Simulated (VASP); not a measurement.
# LiH (Cmcm) in VASP: further runs

LiH is run at these levels: PBE, r2SCAN, HSE06; tasks: single point.

Program: VASP 6.6.1. These are calculated values, not measurements. Logs are shortened: lines on timing, memory, paths and dates and some standing lists are left out, and cuts for length are marked.

## 1. The cell of the first run

Symmetry: Cmcm, No. 63, orthorhombic system. Conventional cell: a = 3.245 Å, b = 5.639 Å, c = 4.068 Å, α = 90.00°, β = 90.00°, γ = 90.00°. Li (site symmetry m2m) has 5 H at 1.88 to 2.03 Å within 2.5 Å. H (site symmetry m2m) has 5 Li at 1.88 to 2.03 Å within 2.5 Å.

## 2. Single point, PBE (uniaxial x strain -0.3%)

Contents of INCAR:

```
PREC     = Accurate       # precision mode
ENCUT    = 520            # plane-wave cutoff, eV
EDIFF    = 1E-7           # SCF threshold, eV
ISMEAR   = -1             # smearing method
SIGMA    = 0.02           # smearing width, eV
LREAL    = F              # projectors in reciprocal space
LASPH    = T              # aspherical terms in the spheres
NELM     = 100            # most SCF steps
ALGO     = Normal         # electronic algorithm
ISIF     = 2              # what is computed and relaxed
LWAVE    = F              # write WAVECAR
LCHARG   = F              # write CHGCAR
GGA      = PE             # functional
NBANDS   = 12             # bands
```

Contents of KPOINTS:

```
Automatic mesh
0
Gamma
  12 12 6
```

Contents of POSCAR:

```
LiH
1.0
    3.2454110982      0.0000000000      0.0000000000
   -1.6227055491      2.8196312768      0.0000000000
    0.0000000000      0.0000000000      4.0684421498
Li H
2 2
Direct
    0.3334186514      0.6668373028     -0.0625000000
    0.6665813486      0.3331626972      0.4375000000
    0.3336502114      0.6673004228      0.4375000000
    0.6663497886      0.3326995772      0.9375000000
```

Potentials or basis: VASP PAW PBE potentials, release 64 (Li_sv, H).

On the command line:

```bash
cat potpaw_PBE.64/Li_sv/POTCAR potpaw_PBE.64/H/POTCAR > POTCAR
mpirun -np 1 vasp_std > vasp.out
```

OUTCAR:

```text
PREC = Accurate
   ENCUT = 520
   EDIFF = 1E-7
   ISMEAR = -1
   LREAL = F
   LASPH = T
   NELM = 100
   ISIF = 2
   GGA = PE

 ion  position               nearest neighbor table
   1  0.333  0.667  0.938-
   2  0.667  0.333  0.438-
   3  0.334  0.667  0.438-
   4  0.666  0.333  0.938-

  LATTYP: Found a base centered orthorhombic cell.
 ALAT       =     3.2454110982
 B/A-ratio  =     1.7376111633
 C/A-ratio  =     1.2535983968

  Lattice vectors:

 A1 = (   1.6227055491,  -2.8196312768,   0.0000000000)
 A2 = (   1.6227055491,   2.8196312768,   0.0000000000)
 A3 = (   0.0000000000,   0.0000000000,   4.0684421498)

Analysis of symmetry for initial positions (statically):
=====================================================================
 Subroutine PRICEL returns:
 Original cell was already a primitive cell.

 Routine SETGRP: Setting up the symmetry group for a
 base centered orthorhombic supercell.

 Subroutine GETGRP returns: Found  8 space group operations
 (whereof  2 operations were pure point group operations)
 out of a pool of  8 trial point group operations.

The static configuration has the point symmetry C_1h.
 The point group associated with its full space group is D_2h.

Analysis of symmetry for dynamics (positions and initial velocities):
=====================================================================
 Subroutine PRICEL returns:
 Original cell was already a primitive cell.

 Routine SETGRP: Setting up the symmetry group for a
 base centered orthorhombic supercell.

 Subroutine GETGRP returns: Found  8 space group operations
 (whereof  2 operations were pure point group operations)
 out of a pool of  8 trial point group operations.

The dynamic configuration has the point symmetry C_1h.
 The point group associated with its full space group is D_2h.

 Subroutine INISYM returns: Found  8 space group operations
 (whereof  2 operations are pure point group operations),
 and found     1 'primitive' translations

----------------------------------------------------------------------------------------

                                     Primitive cell

  volume of cell :      37.2298

  direct lattice vectors                    reciprocal lattice vectors
     3.245411098  0.000000000  0.000000000     0.308127374  0.177328151  0.000000000
    -1.622705549  2.819631277  0.000000000     0.000000000  0.354656301  0.000000000
     0.000000000  0.000000000  4.068442150     0.000000000  0.000000000  0.245794327

  length of vectors
     3.245411098  3.253228218  4.068442150     0.355510551  0.354656301  0.245794327

  position of ions in fractional coordinates (direct lattice)
     0.333418651  0.666837303  0.937500000
     0.666581349  0.333162697  0.437500000
     0.333650211  0.667300423  0.437500000
     0.666349789  0.332699577  0.937500000

  ion indices of the primitive-cell ions
   primitive index   ion index
                 1           1
                 2           2
                 3           3
                 4           4

----------------------------------------------------------------------------------------

 KPOINTS: Automatic mesh

Automatic generation of k-mesh.
 Grid dimensions read from file:
 generate k-points for:   12   12    6

 Generating k-lattice:

  Cartesian coordinates                     Fractional coordinates (reciprocal lattice)
     0.025677281  0.014777346  0.000000000     0.083333333  0.000000000  0.000000000
     0.000000000  0.029554692  0.000000000     0.000000000  0.083333333  0.000000000
     0.000000000  0.000000000  0.040965721     0.000000000  0.000000000  0.166666667

  Length of vectors
     0.029625879  0.029554692  0.040965721

  Shift w.r.t. Gamma in fractional coordinates (k-lattice)
     0.000000000  0.000000000  0.000000000

 Subroutine IBZKPT returns following result:
 ===========================================

 Found    172 irreducible k-points:

 Following reciprocal coordinates:
            Coordinates               Weight
  0.000000  0.000000  0.000000      1.000000
  0.083333  0.000000  0.000000      4.000000
  0.166667  0.000000  0.000000      4.000000
  0.250000  0.000000  0.000000      4.000000
  0.333333  0.000000  0.000000      4.000000
  0.416667  0.000000  0.000000      4.000000
[... 16 lines left out ...]
  0.333333  0.166667  0.000000      4.000000
  0.416667  0.166667  0.000000      4.000000
 [... further k-points ...]
   k-points           NKPTS =    172   k-points in BZ     NKDIM =    172   number of bands    NBANDS=     12
   number of dos      NEDOS =    301   number of ions     NIONS =      4
   total plane-waves  NPLWV =  17280
   dimension x,y,z NGX =    24 NGY =   24 NGZ =   30
   dimension x,y,z NGXF=    48 NGYF=   48 NGZF=   60
   ions per type =               2   2
   NGX,Y,Z   is equivalent  to a cutoff of  12.29, 12.26, 12.26 a.u.
   NGXF,Y,Z  is equivalent  to a cutoff of  24.59, 24.53, 24.52 a.u.
 SYSTEM =  unknown system
   PREC   = accura    normal or accurate (medium, high low for compatibility)
   ISTART =      0    job   : 0-new  1-cont  2-samecut
   ICHARG =      2    charge: 1-file 2-atom 10-const
   ISPIN  =      1    spin polarized calculation?
   LNONCOLLINEAR =      F non collinear calculations
   LSORBIT =      F    spin-orbit coupling
   LASPH  =      T    aspherical Exc in radial PAW
   ENCUT  =  520.0 eV  38.22 Ry    6.18 a.u.   6.03  6.05  7.56*2*pi/ulx,y,z
   NELM   =    100;   NELMIN=  2; NELMDL= -5     # of ELM steps
   EDIFF  = 0.1E-06   stopping-criterion for ELM
   LREAL  =      F    real-space projection
   EDIFFG = 0.1E-05   stopping-criterion for IOM
   NSW    =      0    number of steps for IOM
   IBRION =     -1    ionic relax: 0-MD 1-quasi-New 2-CG
   NFREE  =      0    steps in history (QN), initial steepest desc. (CG)
   ISIF   =      2    stress and relaxation
   ISYM   =      2    0-nonsym 1-usesym 2-fastsym
   POTIM  = 0.5000    time-step for ionic-motion
   TEBEG  =    0.0;   TEEND  =   0.0 temperature during run
   PSTRESS=    0.0 pullay stress
   NELECT =       8.0000    total number of electrons
   NUPDOWN=      -1.0000    fix difference up-down
   EMIN   =  10.00;   EMAX   =-10.00  energy-range for DOS
   EFERMI =   0.00;   METHOD = LEGACY
   ISMEAR =    -1;   SIGMA  =   0.02  broadening in eV -4-tet -1-fermi 0-gaus
   EFERMI_NEDOS =   21; number of points for ismear=-14 and -15
   IALGO  =     38    algorithm
   IMIX   =      4    mixing-type and parameters
     AMIX     =   0.40;   BMIX     =  1.00
     AMIX_MAG =   1.60;   BMIX_MAG =  1.00
  volume/ion in A,a.u.               =       9.31        62.81
  Fermi-wavevector in a.u.,A,eV,Ry     =   0.980561  1.852992 13.082009  0.961501
  Thomas-Fermi vector in A             =   2.111501
   LORBIT       =      0    0 simple, 1 ext, 2 COOP (PROOUT), +10 PAW based schemes
   GGA     = PE    functional components
   LHFCALC =     F    Hartree Fock is set to
   AEXX    =    0.0000 exact exchange contribution
   IVDW    =     0    specifies the selected vdW correction
   LEPSILON=     F    determine dielectric tensor
   LRPA    =     F    only Hartree local field effects (RPA)
 non-spin polarized calculation
  energy-cutoff  :      520.00
  volume of cell :       37.23
 maximum number of plane-waves:      1026
   NGX = 13   NGY = 13   NGZ = 15

 number of electron       8.0000006 magnetization

 Free energy of the ion-electron system (eV)
  ---------------------------------------------------
  ext. energy  EPLUGINS =         0.00000000
  ---------------------------------------------------
  free energy    TOTEN  =       -12.16242252 eV

  energy without entropy =      -12.16242252  energy(sigma->0) =      -12.16242252

 E-fermi :   0.3830     XC(G=0):  -7.8912

 val. band max:       -0.1586225664   @ k =   0.0000   0.0000   0.0000
 cond. band min:       1.6768858094   @ k =   0.3333   0.3333   0.0000
 fundamental gap:      1.8355083759
 Fermi energy:         0.3830178615

 k-point     1 :       0.0000    0.0000    0.0000
  band No.  band energies     occupation
      1     -44.7741      2.00000
      2     -44.7163      2.00000
      3      -5.3914      2.00000
      4      -0.1586      2.00000
      5       2.9033      0.00000
      6      10.5402      0.00000
      7      10.5896      0.00000
      8      11.2505      0.00000
      9      13.2464      0.00000
     10      13.2926      0.00000
     11      14.9749      0.00000
     12      17.6499      0.00000

 k-point     2 :       0.0833    0.0000    0.0000
  band No.  band energies     occupation
      1     -44.7727      2.00000
      2     -44.7168      2.00000
      3      -5.3092      2.00000
      4      -0.2012      2.00000
      5       3.0291      0.00000
      6       9.5970      0.00000
      7       9.9945      0.00000
      8      10.9557      0.00000
      9      13.9854      0.00000
     10      14.3090      0.00000
     11      14.8294      0.00000
     12      16.8488      0.00000

 k-point     3 :       0.1667    0.0000    0.0000
  band No.  band energies     occupation
      1     -44.7689      2.00000
      2     -44.7180      2.00000
      3      -5.0632      2.00000
      4      -0.3413      2.00000
      5       3.4053      0.00000
      6       7.7925      0.00000
      7       9.0668      0.00000
      8      10.9294      0.00000
      9      14.3460      0.00000
     10      15.0311      0.00000
     11      15.1018      0.00000
     12      15.1144      0.00000
[... 286 lines left out ...]
 k-point    23 :       0.3333    0.1667    0.0000
  band No.  band energies     occupation
      1     -44.7475      2.00000
      2     -44.7284      2.00000
      3      -3.2358      2.00000
      4      -1.6456      2.00000
      5       3.0319      0.00000
      6       6.2587      0.00000
      7       8.6516      0.00000
      8       9.5780      0.00000
      9       9.9283      0.00000
     10      12.3895      0.00000
     11      13.8502      0.00000
     12      15.4939      0.00000

 k-point    24 :       0.4167    0.1667    0.0000
  band No.  band energies     occupation
      1     -44.7445      2.00000
      2     -44.7306      2.00000
      3      -2.7610      2.00000
      4      -2.0799      2.00000
      5       2.7662      0.00000
      6       7.0058      0.00000
      7       8.6448      0.00000
      8       8.8837      0.00000
      9       9.4181      0.00000
     10      12.4335      0.00000
     11      13.6597      0.00000
     12      15.6539      0.00000

 [... further k-points ...]
[... 5 lines left out ...]
  --------------------------------------------------------------------------------------
  -------------------------------------------------------------------------------------
  Total       -0.0083339     -0.0253738     -0.0258558      0.0000000     -0.0000000      0.0000000
  in kB       -0.3586500     -1.0919589     -1.1127014      0.0000000     -0.0000000      0.0000000
  external PRESSURE =      -0.8544367 kB  Pullay stress =       0.0000000 kB

 VOLUME and BASIS-vectors are now :
 -----------------------------------------------------------------------------
  energy-cutoff  :      520.00
  volume of cell :       37.23
      direct lattice vectors                 reciprocal lattice vectors
     3.245411098  0.000000000  0.000000000     0.308127374  0.177328151  0.000000000
    -1.622705549  2.819631277  0.000000000     0.000000000  0.354656301  0.000000000
     0.000000000  0.000000000  4.068442150     0.000000000  0.000000000  0.245794327

 POSITION                                       TOTAL-FORCE (eV/Angst)
 -----------------------------------------------------------------------------------
      0.00000      1.88024      3.81416        -0.000000      0.002242      0.000000
      1.62271      0.93940      1.77994         0.000000     -0.002242      0.000000
      0.00000      1.88154      1.77994         0.000000     -0.000407      0.000000
      1.62271      0.93809      3.81416        -0.000000      0.000407      0.000000
 -----------------------------------------------------------------------------------
    total drift:                               -0.000000     -0.000000      0.000007

  FREE ENERGIE OF THE ION-ELECTRON SYSTEM (eV)
  ---------------------------------------------------
  free  energy   TOTEN  =       -12.1624225151 eV

  energy  without entropy=      -12.1624225151  energy(sigma->0) =      -12.16242252
```

Run time: 68 s. Hardware: 1 thread of AMD EPYC 9755, shared host; peak memory 0.14 GiB.

Results:

* Free energy: -12.1624 eV
* Band gap on the k mesh: 1.84 eV, indirect (least direct gap 3.06 eV)

Forces on the atoms (eV/Å):
```
Li   0.000  0.002  0.000
Li   0.000 -0.002  0.000
H    0.000  0.000  0.000
H    0.000  0.000  0.000
```

Levels at points of the mesh, in eV from the valence-band top:
| k point | band 1 | band 2 | band 3 | band 4 | band 5 | band 6 | band 7 | band 8 | band 9 |
| --- | --- | --- | --- | --- | --- | --- | --- | --- | --- |
| (0.00, 0.00, 0.00) | -44.62 | -44.56 | -5.23 | 0.00 | 3.06 | 10.70 | 10.75 | 11.41 | 13.40 |
| (0.50, 0.00, 0.00) | -44.59 | -44.57 | -2.79 | -2.05 | 4.48 | 6.78 | 7.31 | 8.66 | 9.49 |
| (0.00, 0.50, 0.00) | -44.59 | -44.57 | -2.80 | -2.07 | 4.51 | 6.76 | 7.37 | 8.64 | 9.47 |
| (0.00, 0.00, 0.50) | -44.59 | -44.59 | -3.73 | -3.73 | 9.57 | 9.57 | 12.72 | 12.72 | 12.77 |
| (0.50, 0.00, 0.50) | -44.58 | -44.58 | -2.42 | -2.42 | 4.30 | 4.30 | 9.49 | 9.49 | 11.41 |
| (0.00, 0.50, 0.50) | -44.58 | -44.58 | -2.43 | -2.43 | 4.29 | 4.29 | 9.55 | 9.55 | 11.43 |

Caveat: the cell differs from its parent crystal (uniaxial x strain -0.3%); the cutoff is under 1.25 times the usual one of these potentials, so pressure, stress and relaxed cells hold a basis-set (Pulay) error.

[end of part 1 of 2]
